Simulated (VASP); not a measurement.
# Rb (I4_1/amd) in VASP: relaxation of cell and atoms with PBE

Aim: the relaxation of cell and atoms of Rb with PBE.

Program: VASP 6.6.1. These are calculated values, not measurements. Logs are shortened: lines on timing, memory, paths and dates and some standing lists are left out, and cuts for length are marked.

## (1) The cell of the first run

It takes space group I4_1/amd (No. 141, tetragonal). Conventional cell: a = 6.963 Å, b = 6.963 Å, c = 3.830 Å, α = 90.00°, β = 90.00°, γ = 90.00°. Rb (site symmetry -4m2) has 10 Rb at 3.61 to 4.51 Å within 4.7 Å.

## (2) Relaxation of cell and atoms, PBE, target pressure 6.2 GPa, at which the enthalpy is minimised

INCAR reads:

```
SYSTEM = Rb
PREC = Accurate
ENCUT = 600
EDIFF = 1E-6
ISMEAR = -1
SIGMA = 0.1
LREAL = .False.
LASPH = .True.
NELM = 60
ALGO = Normal
ISIF = 3
LWAVE = .False.
LCHARG = .False.
GGA = PE
IBRION = 2
NSW = 60
EDIFFG = -0.005
PSTRESS = 62.0
```

KPOINTS reads:

```
regular mesh
0
Gamma
  11 11 11
  0 0 0
```

POSCAR reads:

```
Rb
1.0
   -3.4814682907      3.4814682907      1.9148075599
    3.4814682907     -3.4814682907      1.9148075599
    3.4814682907      3.4814682907     -1.9148075599
Rb
2
Direct
   -0.3750000000     -0.1250000000     -0.2500000000
    0.3750000000      0.1250000000      0.2500000000
```

Potentials or basis: VASP PAW PBE potentials, release 64 (Rb_sv).

Launch:

```bash
cat potpaw_PBE.64/Rb_sv/POTCAR > POTCAR
mpirun -np 1 vasp_std > vasp.out
```

OUTCAR:

```text
SYSTEM = Rb
   PREC = Accurate
   ENCUT = 600
   EDIFF = 1E-6
   ISMEAR = -1
   LREAL = .False.
   LASPH = .True.
   NELM = 60
   ISIF = 3
   GGA = PE
   IBRION = 2
   NSW = 60
   EDIFFG = -0.005
   PSTRESS = 62.0

 ion  position               nearest neighbor table
   1  0.625  0.875  0.750-   2 3.61   2 3.61   2 3.61   2 3.61   2 4.51   2 4.51   2 4.51   2 4.51

   2  0.375  0.125  0.250-   1 3.61   1 3.61   1 3.61   1 3.61   1 4.51   1 4.51   1 4.51   1 4.51

  LATTYP: Found a body centered tetragonal cell.
 ALAT       =     6.9629365814
 C/A-ratio  =     0.5500000000

  Lattice vectors:

 A1 = (  -3.4814682907,   3.4814682907,   1.9148075599)
 A2 = (   3.4814682907,  -3.4814682907,   1.9148075599)
 A3 = (   3.4814682907,   3.4814682907,  -1.9148075599)

Analysis of symmetry for initial positions (statically):
=====================================================================
 Subroutine PRICEL returns:
 Original cell was already a primitive cell.

 Routine SETGRP: Setting up the symmetry group for a
 body centered tetragonal supercell.

 Subroutine GETGRP returns: Found 16 space group operations
 (whereof  4 operations were pure point group operations)
 out of a pool of 16 trial point group operations.

The static configuration has the point symmetry C_2h.
 The point group associated with its full space group is D_4h.

Analysis of symmetry for dynamics (positions and initial velocities):
=====================================================================
 Subroutine PRICEL returns:
 Original cell was already a primitive cell.

 Routine SETGRP: Setting up the symmetry group for a
 body centered tetragonal supercell.

 Subroutine GETGRP returns: Found 16 space group operations
 (whereof  4 operations were pure point group operations)
 out of a pool of 16 trial point group operations.

The dynamic configuration has the point symmetry C_2h.
 The point group associated with its full space group is D_4h.

 Subroutine INISYM returns: Found 16 space group operations
 (whereof  4 operations are pure point group operations),
 and found     1 'primitive' translations

----------------------------------------------------------------------------------------

                                     Primitive cell

  volume of cell :      92.8346

  direct lattice vectors                    reciprocal lattice vectors
[... 97 lines left out ...]
   PSTRESS=   62.0 pullay stress
   NELECT =      18.0000    total number of electrons
   NUPDOWN=      -1.0000    fix difference up-down
   EMIN   =  10.00;   EMAX   =-10.00  energy-range for DOS
   EFERMI =   0.00;   METHOD = LEGACY
   ISMEAR =    -1;   SIGMA  =   0.10  broadening in eV -4-tet -1-fermi 0-gaus
   EFERMI_NEDOS =   21; number of points for ismear=-14 and -15
   IALGO  =     38    algorithm
   IMIX   =      4    mixing-type and parameters
     AMIX     =   0.40;   BMIX     =  1.00
     AMIX_MAG =   1.60;   BMIX_MAG =  1.00
  volume/ion in A,a.u.               =      46.42       313.24
  Fermi-wavevector in a.u.,A,eV,Ry     =   0.947536  1.790583 12.215640  0.897824
  Thomas-Fermi vector in A             =   2.075639
   LORBIT       =      0    0 simple, 1 ext, 2 COOP (PROOUT), +10 PAW based schemes
   GGA     = PE    functional components
   LHFCALC =     F    Hartree Fock is set to
   AEXX    =    0.0000 exact exchange contribution
   IVDW    =     0    specifies the selected vdW correction
   LEPSILON=     F    determine dielectric tensor
   LRPA    =     F    only Hartree local field effects (RPA)
 conjugate gradient relaxation of ions
 non-spin polarized calculation
  energy-cutoff  :      600.00
  volume of cell :       92.83
 maximum number of plane-waves:      3123
   NGX = 21   NGY = 21   NGZ = 21

--------------------------------------- Ionic step        1  -------------------------------------------

 number of electron      18.0000000 magnetization

 Free energy of the ion-electron system (eV)
  ---------------------------------------------------
  ext. energy  EPLUGINS =         0.00000000
  ---------------------------------------------------
  free energy    TOTEN  =        -0.66165131 eV

  energy without entropy =       -0.58047967  energy(sigma->0) =       -0.62106549

------------------------ aborting loop because EDIFF is reached ----------------------------------------

  FORCE on cell =-STRESS in cart. coord.  units (eV):
  Direction    XX          YY          ZZ          XY          YZ          ZX
  --------------------------------------------------------------------------------------
  -------------------------------------------------------------------------------------
  Total        3.7156867      3.7156867      3.5851328     -0.0000000      0.0000000      0.0000000
  in kB       64.1268125     64.1268125     61.8736615     -0.0000000      0.0000000      0.0000000
  external PRESSURE =       1.3757621 kB  Pullay stress =      62.0000000 kB
[... 215 lines left out ...]
--------------------------------------- Ionic step        7  -------------------------------------------

 number of electron      18.0000000 magnetization

 Free energy of the ion-electron system (eV)
  ---------------------------------------------------
  ext. energy  EPLUGINS =         0.00000000
  ---------------------------------------------------
  free energy    TOTEN  =        -0.68458914 eV

  energy without entropy =       -0.60361450  energy(sigma->0) =       -0.64410182

 E-fermi :   2.1631     XC(G=0):  -7.3839

 val. band max:        2.1622118997   @ k =  -0.4545  -0.4545   0.3636
 cond. band min:       2.1655509418   @ k =  -0.3636   0.2727   0.0000
 fundamental gap:      0.0033390421
 Fermi energy:         2.1631035000

 k-point     1 :       0.0000    0.0000    0.0000
  band No.  band energies     occupation
      1     -26.9606      2.00000
      2     -26.7914      2.00000
      3     -11.3914      2.00000
      4     -11.3914      2.00000
      5     -10.7001      2.00000
      6     -10.6926      2.00000
      7     -10.6417      2.00000
      8     -10.6417      2.00000
      9      -0.6796      2.00000
     10       1.9822      1.71837
     11       4.1182      0.00000
     12       4.6292      0.00000
     13       5.3236      0.00000
[... 354 lines left out ...]
  band No.  band energies     occupation
      1     -26.9471      2.00000
      2     -26.8047      2.00000
      3     -11.3519      2.00000
      4     -11.3422      2.00000
      5     -10.7734      2.00000
      6     -10.7256      2.00000
      7     -10.6875      2.00000
      8     -10.6321      2.00000
      9      -0.3591      2.00000
     10       2.1270      1.17878
     11       3.8454      0.00000
     12       4.7286      0.00000
     13       5.0682      0.00000

 [... further k-points ...]
[... 5 lines left out ...]
  --------------------------------------------------------------------------------------
  -------------------------------------------------------------------------------------
  Total        3.6237723      3.6237723      3.6232052     -0.0000000      0.0000000      0.0000000
  in kB       62.1576229     62.1576229     62.1478967     -0.0000000      0.0000000      0.0000000
  external PRESSURE =       0.1543808 kB  Pullay stress =      62.0000000 kB
[... 21 lines left out ...]
  energy  without entropy=       -0.6036144969  energy(sigma->0) =       -0.64410182

  enthalpy is  TOTEN    =         2.9299937651 eV   P V=        3.6145829050

 reached required accuracy - stopping structural energy minimisation
```

OSZICAR:

```text
N       E                     dE             d eps       ncg     rms          rms(c)
DAV:   1     0.114773475817E+03    0.11477E+03   -0.85995E+03  3276   0.129E+03
[... 51 lines left out ...]
DAV:   1    -0.684844687995E+00    0.53724E-02   -0.62717E-03  3596   0.569E-01    0.737E-02
DAV:   2    -0.684654150462E+00    0.19054E-03   -0.49460E-04  4389   0.158E-01    0.404E-02
DAV:   3    -0.684581829348E+00    0.72321E-04   -0.35343E-04  4181   0.117E-01    0.916E-03
DAV:   4    -0.684584954992E+00   -0.31256E-05   -0.25117E-05  4292   0.292E-02    0.531E-03
DAV:   5    -0.684588156082E+00   -0.32011E-05   -0.10419E-06  2306   0.107E-02    0.367E-03
DAV:   6    -0.684589510824E+00   -0.13547E-05   -0.59555E-07  1963   0.694E-03    0.146E-03
DAV:   7    -0.684589139949E+00    0.37088E-06   -0.20048E-07  1768   0.361E-03
   7 F= 0.29299938E+01 E0= 0.29704811E+01  d E =0.111107E-05
```

It took 21 min on 1 thread of Oxide Virtual Turin-like, shared host; peak memory 0.34 GiB.

Results:

| Quantity | Value |
| --- | --- |
| Free energy | -0.6846 eV |
| Relaxed volume | 46.70 Å³/atom |
| Relaxed cell | a = 5.307 Å, b = 5.307 Å, c = 5.307 Å, α = 97.39°, β = 97.39°, γ = 137.96° |
| Space group after relaxing (to 0.05 Å) | I4_1/amd (No. 141) |
| Energy change on relaxing (the enthalpy is what falls) | -11.5 meV/atom |
| Ionic steps | 7 |
| Pressure after relaxing | 6.2 GPa |
| Band gap on the k mesh | zero (band 9 reaches 2.87 eV, above the bottom of band 10 at 1.40 eV) |

The path:
```csv
step,energy change (eV),largest force (eV/Å),pressure (GPa),volume (Å³)
1,0.0000,0.0000,6.34,92.83
2,-0.0213,0.0000,6.23,93.37
3,-0.0363,0.0000,6.17,93.76
4,-0.0374,0.0000,6.15,93.78
5,-0.0340,0.0000,6.16,93.69
6,-0.0286,0.0000,6.17,93.55
7,-0.0229,0.0000,6.22,93.41
```

Final structure:
```
Rb
1.0
    -3.50269    3.50269    1.90333
     3.50269   -3.50269    1.90333
     3.50269    3.50269   -1.90333
Rb
2
Direct
  0.62500 0.87500 0.75000
  0.37500 0.12500 0.25000
```

Caveat: the cell is relaxed towards a set pressure, so the enthalpy falls and the energy may rise.
